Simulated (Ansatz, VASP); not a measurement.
# One calculation of Ge, two programs

Contents of POSCAR:

```
Ge
1.0
    0.0000000000      2.8378497150      2.8378497150
    2.8378497150      0.0000000000      2.8378497150
    2.8378497150      2.8378497150      0.0000000000
Ge
2
Direct
    1.0000000000      1.0000000000      0.0000000000
    0.2500000000      0.2500000000      0.2500000000
```

INCAR.step1

```
SYSTEM = Ge
  ALGO = Normal
  EDIFF = 1E-4
  ENCUT = 520
  GGA = PE
  ISMEAR = 0
  LASPH = .True.
  LCHARG = .False.
  LREAL = .False.
  LWAVE = .True.
  NBANDS = 21
  NELM = 100
  PREC = Accurate
  SIGMA = 0.1
```

File INCAR.step2:

```
SYSTEM = Ge
  ALGO = Normal
  EDIFF = 1E-6
  ENCUT = 520
  ISIF = 2
  ISMEAR = 0
  ISTART = 1
  LASPH = .True.
  LCHARG = .False.
  LMIXTAU = .True.
  LREAL = .False.
  LWAVE = .False.
  METAGGA = R2SCAN
  NBANDS = 21
  NELM = 100
  PREC = Accurate
  SIGMA = 0.1
```

KPOINTS

```
k-points
0
Gamma
  10 10 10
  0 0 0
```

Input for Ansatz:

```yaml
crystal:
  lattice:
    - [0.0, 2.837849715, 2.837849715]
    - [2.837849715, 0.0, 2.837849715]
    - [2.837849715, 2.837849715, 0.0]
  atoms:
    - { symbol: Ge, position: [1.0, 1.0, 0.0] }
    - { symbol: Ge, position: [0.25, 0.25, 0.25] }
basis:
  ecutwfc: 500
kpoints:
  mp_grid: { grid: [10, 10, 10] }
scf:
  occupations: { method: gaussian, width: 0.1 }
  n_extra_bands: 4
hamiltonian:
  xc: r2scan
  pseudopotentials: { kind: paw, azcp: { folder: soft_1 } }
output:
  eigenvalues: true
  forces: true
  stress: true
```

Alike in both runs: task single point; functional r2SCAN; k mesh 10 × 10 × 10; occupations gaussian, width 0.1 eV; no spin polarisation.

|  | VASP | Ansatz |
| --- | --- | --- |
| version | VASP 6.6.1 | Ansatz 0.2.0 |
| potentials or method | VASP PAW PBE potentials, release 64 (Ge_d), cutoff 520 eV | plane-wave PAW, scalar-relativistic |
| valence electrons in the cell | 28 | 28 |

VASP gave:

| Quantity | Value |
| --- | --- |
| pressure (GPa) | 0.0 |

Task: Estimate Ansatz's values.

Result: Pressure (GPa): -0.1.

VASP's potentials were made for PBE, not for r2SCAN.
